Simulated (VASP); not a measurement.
# CdAg2F6 (Fm-3m) in VASP: a series of runs

CdAg2F6 is run at these levels: PBE; tasks: single point.

Everything below comes from runs of VASP 6.6.1. Logs are shortened: lines on timing, memory, paths and dates and some standing lists are left out, and cuts for length are marked.

## (1) The cell of the first run

The structure is cubic, space group Fm-3m (No. 225). Conventional cell: a = 8.057 Å, b = 8.057 Å, c = 8.057 Å, α = 90.00°, β = 90.00°, γ = 90.00°. Cd (site symmetry m-3m) has 6 F at 2.01 Å within 2.7 Å. Within 3.8 Å of Ag (site symmetry -43m) lie 12 F at 2.85 Å and 4 Cd at 3.49 Å. Within 2.7 Å of F (site symmetry 4mm) lie 1 Cd at 2.01 Å.

## (2) Single point, PBE (atoms taken out)

File INCAR:

```
PREC     = Accurate       # precision mode
ENCUT    = 520            # plane-wave cutoff, eV
EDIFF    = 1E-6           # SCF threshold, eV
ISMEAR   = 0              # smearing method
SIGMA    = 0.1            # smearing width, eV
LREAL    = F              # projectors in reciprocal space
LASPH    = T              # aspherical terms in the spheres
NELM     = 100            # most SCF steps
ALGO     = Fast           # electronic algorithm
ISIF     = 2              # what is computed and relaxed
LWAVE    = F              # write WAVECAR
LCHARG   = F              # write CHGCAR
GGA      = PE             # functional
NBANDS   = 48             # bands
```

File KPOINTS:

```
regular mesh
0
Gamma
  4 4 4
```

File POSCAR:

```
CdAg2F6
1.0
    0.0000000000      4.0283893800      4.0283893800
    4.0283893800      0.0000000000      4.0283893800
    4.0283893800      4.0283893800      0.0000000000
Cd Ag F
1 2 6
Direct
    0.0000000000      0.0000000000      0.0000000000
    0.2500000000      0.2500000000      0.2500000000
    0.7500000000      0.7500000000      0.7500000000
    0.7500000000      0.2500000000      0.2500000000
    0.2500000000      0.7500000000      0.7500000000
    0.2500000000      0.7500000000      0.2500000000
    0.7500000000      0.2500000000      0.7500000000
    0.2500000000      0.2500000000      0.7500000000
    0.7500000000      0.7500000000      0.2500000000
```

Potentials or basis: VASP PAW PBE potentials, release 64 (Cd, Ag, F).

Command:

```console
$ cat potpaw_PBE.64/Cd/POTCAR potpaw_PBE.64/Ag/POTCAR potpaw_PBE.64/F/POTCAR > POTCAR
$ mpirun -np 1 vasp_std > vasp.out
```

OUTCAR:

```text
PREC = Accurate
   ENCUT = 520
   EDIFF = 1E-6
   ISMEAR = 0
   LREAL = F
   LASPH = T
   NELM = 100
   ISIF = 2
   GGA = PE

 ion  position               nearest neighbor table
   1  0.000  0.000  0.000-   4 2.01   5 2.01   6 2.01   7 2.01   8 2.01   9 2.01   3 3.49   3 3.49
                             2 3.49   3 3.49   3 3.49   2 3.49   2 3.49   2 3.49
   2  0.250  0.250  0.250-   1 3.49   1 3.49   1 3.49   1 3.49
   3  0.750  0.750  0.750-   1 3.49   1 3.49   1 3.49   1 3.49
   4  0.750  0.250  0.250-   1 2.01
   5  0.250  0.750  0.750-   1 2.01
   6  0.250  0.750  0.250-   1 2.01
   7  0.750  0.250  0.750-   1 2.01
   8  0.250  0.250  0.750-   1 2.01
   9  0.750  0.750  0.250-   1 2.01

  LATTYP: Found a face centered cubic cell.
 ALAT       =     8.0567787600

  Lattice vectors:

 A1 = (   0.0000000000,   4.0283893800,   4.0283893800)
 A2 = (   4.0283893800,   0.0000000000,   4.0283893800)
 A3 = (   4.0283893800,   4.0283893800,   0.0000000000)

Analysis of symmetry for initial positions (statically):
=====================================================================
 Subroutine PRICEL returns:
 Original cell was already a primitive cell.

 Routine SETGRP: Setting up the symmetry group for a
 face centered cubic supercell.

 Subroutine GETGRP returns: Found 48 space group operations
 (whereof 48 operations were pure point group operations)
 out of a pool of 48 trial point group operations.

The static configuration has the point symmetry O_h .

Analysis of symmetry for dynamics (positions and initial velocities):
=====================================================================
 Subroutine PRICEL returns:
 Original cell was already a primitive cell.

 Routine SETGRP: Setting up the symmetry group for a
 face centered cubic supercell.

 Subroutine GETGRP returns: Found 48 space group operations
 (whereof 48 operations were pure point group operations)
 out of a pool of 48 trial point group operations.

The dynamic configuration has the point symmetry O_h .

 Subroutine INISYM returns: Found 48 space group operations
 (whereof 48 operations are pure point group operations),
 and found     1 'primitive' translations

[... 95 lines left out ...]
   IBRION =     -1    ionic relax: 0-MD 1-quasi-New 2-CG
   NFREE  =      0    steps in history (QN), initial steepest desc. (CG)
   ISIF   =      2    stress and relaxation
   ISYM   =      2    0-nonsym 1-usesym 2-fastsym
   POTIM  = 0.5000    time-step for ionic-motion
   TEBEG  =    0.0;   TEEND  =   0.0 temperature during run
   PSTRESS=    0.0 pullay stress
   NELECT =      76.0000    total number of electrons
   NUPDOWN=      -1.0000    fix difference up-down
   EMIN   =  10.00;   EMAX   =-10.00  energy-range for DOS
   EFERMI =   0.00;   METHOD = LEGACY
   ISMEAR =     0;   SIGMA  =   0.10  broadening in eV -4-tet -1-fermi 0-gaus
   EFERMI_NEDOS =   21; number of points for ismear=-14 and -15
   IALGO  =     68    algorithm
   IMIX   =      4    mixing-type and parameters
     AMIX     =   0.40;   BMIX     =  1.00
     AMIX_MAG =   1.60;   BMIX_MAG =  1.00
  volume/ion in A,a.u.               =      14.53        98.03
  Fermi-wavevector in a.u.,A,eV,Ry     =   1.366274  2.581884 25.398072  1.866706
  Thomas-Fermi vector in A             =   2.492429
   LORBIT       =      0    0 simple, 1 ext, 2 COOP (PROOUT), +10 PAW based schemes
   GGA     = PE    functional components
   LHFCALC =     F    Hartree Fock is set to
   AEXX    =    0.0000 exact exchange contribution
   IVDW    =     0    specifies the selected vdW correction
   LEPSILON=     F    determine dielectric tensor
   LRPA    =     F    only Hartree local field effects (RPA)
 non-spin polarized calculation
 RMM-DIIS sequential band-by-band and
 Gauss-broadening in eV      SIGMA  =   0.10
  energy-cutoff  :      520.00
  volume of cell :      130.74
 maximum number of plane-waves:      3543
   NGX = 21   NGY = 21   NGZ = 21

 number of electron      75.9999984 magnetization

 Free energy of the ion-electron system (eV)
  ---------------------------------------------------
  ext. energy  EPLUGINS =         0.00000000
  ---------------------------------------------------
  free energy    TOTEN  =       -25.46229165 eV

  energy without entropy =      -25.37219506  energy(sigma->0) =      -25.41724336

 E-fermi :  -0.5326     XC(G=0):  -9.9323

 val. band max:       -0.5680555386   @ k =   0.5000   0.0000   0.0000
 cond. band min:      -0.5233885403   @ k =  -0.2500   0.5000   0.2500
 fundamental gap:      0.0446669984
 Fermi energy:        -0.5325596323

 k-point     1 :       0.0000    0.0000    0.0000
  band No.  band energies     occupation
      1     -21.6895      2.00000
      2     -21.1696      2.00000
      3     -21.1696      2.00000
      4     -21.1696      2.00000
      5     -21.1551      2.00000
      6     -21.1551      2.00000
[... 397 lines left out ...]
     47      11.4932      0.00000
     48      11.6154      0.00000

------------------------ aborting loop because EDIFF is reached ----------------------------------------

  FORCE on cell =-STRESS in cart. coord.  units (eV):
  Direction    XX          YY          ZZ          XY          YZ          ZX
  --------------------------------------------------------------------------------------
  -------------------------------------------------------------------------------------
  Total        3.9283407      3.9283407      3.9283407     -0.0000000      0.0000000      0.0000000
  in kB       48.1388160     48.1388160     48.1388160     -0.0000000      0.0000000      0.0000000
  external PRESSURE =      48.1388160 kB  Pullay stress =       0.0000000 kB

 VOLUME and BASIS-vectors are now :
 -----------------------------------------------------------------------------
  energy-cutoff  :      520.00
  volume of cell :      130.74
      direct lattice vectors                 reciprocal lattice vectors
     0.000000000  4.028389380  4.028389380    -0.124119084  0.124119084  0.124119084
     4.028389380  0.000000000  4.028389380     0.124119084 -0.124119084  0.124119084
     4.028389380  4.028389380  0.000000000     0.124119084  0.124119084 -0.124119084

 POSITION                                       TOTAL-FORCE (eV/Angst)
 -----------------------------------------------------------------------------------
      0.00000      0.00000      0.00000        -0.000000     -0.000000     -0.000000
      2.01419      2.01419      2.01419        -0.000000     -0.000000     -0.000000
      6.04258      6.04258      6.04258         0.000000     -0.000000     -0.000000
      2.01419      4.02839      4.02839         1.137618     -0.000000     -0.000000
      6.04258      4.02839      4.02839        -1.137618     -0.000000     -0.000000
      4.02839      2.01419      4.02839         0.000000      1.137618     -0.000000
      4.02839      6.04258      4.02839         0.000000     -1.137618     -0.000000
      4.02839      4.02839      2.01419         0.000000     -0.000000      1.137618
      4.02839      4.02839      6.04258         0.000000     -0.000000     -1.137618
 -----------------------------------------------------------------------------------
    total drift:                                0.000000      0.000000      0.000000

  FREE ENERGIE OF THE ION-ELECTRON SYSTEM (eV)
  ---------------------------------------------------
  free  energy   TOTEN  =       -25.4622916543 eV

  energy  without entropy=      -25.3721950621  energy(sigma->0) =      -25.41724336
```

It took 2.6 min on 1 thread of Oxide Virtual Turin-like, shared host; peak memory 0.24 GiB.

What came out:

```yaml
Free_energy: -25.4623 eV
Pressure: 4.8 GPa
Band_gap_on_the_k_mesh: zero (bands 38 and 39 overlap by 0.19 eV)
```

Caveat: the cell differs from its parent crystal (atoms taken out); the cell stands under pressure.

## (3) Single point, PBE (atoms taken out)

File INCAR:

```
SYSTEM = CdAg2F6
ALGO     = Fast           ! electronic algorithm
EDIFF    = 1E-7           ! SCF threshold, eV
ENCUT    = 520            ! plane-wave cutoff, eV
GGA      = PE             ! functional
ISIF     = 2              ! what is computed and relaxed
ISMEAR   = 0              ! smearing method
LASPH    = .TRUE.         ! aspherical terms in the spheres
LCHARG   = .FALSE.        ! write CHGCAR
LREAL    = .FALSE.        ! projectors in reciprocal space
LWAVE    = .FALSE.        ! write WAVECAR
NBANDS   = 48             ! bands
NELM     = 60             ! most SCF steps
PREC     = Accurate       ! precision mode
SIGMA    = 0.1            ! smearing width, eV
```

File KPOINTS:

```
k-points
0
G
  4 4 4
  0 0 0
```

File POSCAR:

```
CdAg2F6
1.0
    0.0000000000      4.0313852284      4.0313852284
    4.0313852284      0.0000000000      4.0313852284
    4.0313852284      4.0313852284      0.0000000000
Cd Ag F
1 2 6
Direct
    0.0000000000      0.0000000000      0.0000000000
    0.2500000000      0.2500000000      0.2500000000
    0.7500000000      0.7500000000      0.7500000000
    0.7419439737      0.2580560263      0.2580560263
    0.2580560263      0.7419439737      0.7419439737
    0.2580560263      0.7419439737      0.2580560263
    0.7419439737      0.2580560263      0.7419439737
    0.2580560263      0.2580560263      0.7419439737
    0.7419439737      0.7419439737      0.2580560263
```

Potentials or basis: VASP PAW PBE potentials, release 64 (Cd, Ag, F).

Command:

```console
$ cat potpaw_PBE.64/Cd/POTCAR potpaw_PBE.64/Ag/POTCAR potpaw_PBE.64/F/POTCAR > POTCAR
$ mpirun -np 1 vasp_std > vasp.out
```

OUTCAR:

```text
SYSTEM = CdAg2F6
   EDIFF = 1E-7
   ENCUT = 520
   GGA = PE
   ISIF = 2
   ISMEAR = 0
   LASPH = .TRUE.
   LREAL = .FALSE.
   NELM = 60
   PREC = Accurate

 ion  position               nearest neighbor table
   1  0.000  0.000  0.000-   4 2.08   5 2.08   6 2.08   7 2.08   8 2.08   9 2.08   3 3.49   3 3.49
                             2 3.49   3 3.49   3 3.49   2 3.49   2 3.49   2 3.49
   2  0.250  0.250  0.250-   1 3.49   1 3.49   1 3.49   1 3.49
   3  0.750  0.750  0.750-   1 3.49   1 3.49   1 3.49   1 3.49
   4  0.742  0.258  0.258-   1 2.08
   5  0.258  0.742  0.742-   1 2.08
   6  0.258  0.742  0.258-   1 2.08
   7  0.742  0.258  0.742-   1 2.08
   8  0.258  0.258  0.742-   1 2.08
   9  0.742  0.742  0.258-   1 2.08

  LATTYP: Found a face centered cubic cell.
 ALAT       =     8.0627704568

  Lattice vectors:

 A1 = (   0.0000000000,   4.0313852284,   4.0313852284)
 A2 = (   4.0313852284,   0.0000000000,   4.0313852284)
 A3 = (   4.0313852284,   4.0313852284,   0.0000000000)

Analysis of symmetry for initial positions (statically):
[... 179 lines left out ...]
  band No.  band energies     occupation
      1     -21.4853      2.00000
      2     -20.9982      2.00000
      3     -20.9982      2.00000
      4     -20.9982      2.00000
      5     -20.9311      2.00000
      6     -20.9311      2.00000
[... 397 lines left out ...]
     47      11.4558      0.00000
     48      11.4738      0.00000

------------------------ aborting loop because EDIFF is reached ----------------------------------------

  FORCE on cell =-STRESS in cart. coord.  units (eV):
  Direction    XX          YY          ZZ          XY          YZ          ZX
  --------------------------------------------------------------------------------------
  -------------------------------------------------------------------------------------
  Total        0.5750134      0.5750134      0.5750134      0.0000000      0.0000000      0.0000000
  in kB        7.0306532      7.0306532      7.0306532      0.0000000      0.0000000      0.0000000
  external PRESSURE =       7.0306532 kB  Pullay stress =       0.0000000 kB

 VOLUME and BASIS-vectors are now :
 -----------------------------------------------------------------------------
  energy-cutoff  :      520.00
  volume of cell :      131.04
      direct lattice vectors                 reciprocal lattice vectors
     0.000000000  4.031385228  4.031385228    -0.124026847  0.124026847  0.124026847
     4.031385228  0.000000000  4.031385228     0.124026847 -0.124026847  0.124026847
     4.031385228  4.031385228  0.000000000     0.124026847  0.124026847 -0.124026847

 POSITION                                       TOTAL-FORCE (eV/Angst)
 -----------------------------------------------------------------------------------
      0.00000      0.00000      0.00000        -0.000000     -0.000000      0.000000
      2.01569      2.01569      2.01569         0.000000     -0.000000     -0.000000
      6.04708      6.04708      6.04708         0.000000     -0.000000      0.000000
      2.08065      4.03139      4.03139         0.228158     -0.000000      0.000000
      5.98212      4.03139      4.03139        -0.228158     -0.000000      0.000000
      4.03139      2.08065      4.03139         0.000000      0.228158      0.000000
      4.03139      5.98212      4.03139         0.000000     -0.228158      0.000000
      4.03139      4.03139      2.08065         0.000000     -0.000000      0.228158
      4.03139      4.03139      5.98212         0.000000     -0.000000     -0.228158
 -----------------------------------------------------------------------------------
    total drift:                                0.000000      0.000000      0.000000

  FREE ENERGIE OF THE ION-ELECTRON SYSTEM (eV)
  ---------------------------------------------------
  free  energy   TOTEN  =       -25.7257060934 eV

  energy  without entropy=      -25.6236225109  energy(sigma->0) =      -25.67466430
```

It took 2.2 min on 1 thread of Oxide Virtual Turin-like, shared host; peak memory 0.24 GiB.

What came out:

* Free energy: -25.7257 eV
* Pressure: 0.7 GPa
* Largest force: 0.228 eV/Å
* Band gap on the k mesh: zero (bands 38 and 39 overlap by 0.21 eV)

Forces on the atoms (eV/Å):
```
Cd   0.000  0.000  0.000
Ag   0.000  0.000  0.000
Ag   0.000  0.000  0.000
F    0.228  0.000  0.000
F   -0.228  0.000  0.000
F    0.000  0.228  0.000
F    0.000 -0.228  0.000
F    0.000  0.000  0.228
F    0.000  0.000 -0.228
```

Levels at points of the mesh, in eV from the Fermi level:
```
           k point  band 36  band 37  band 38  band 39  band 40  band 41
(0.00, 0.00, 0.00)    -0.61    -0.61     0.15     0.15     2.40     5.16
(0.50, 0.00, 0.00)    -0.11    -0.11    -0.05    -0.05     4.69     4.76
(0.50, 0.50, 0.00)    -0.06    -0.02    -0.02     0.15     5.00     5.81
```

Caveat: the cell differs from its parent crystal (atoms taken out).

The gap in the log of VASP goes by the Fermi energy; the results here count the filled bands.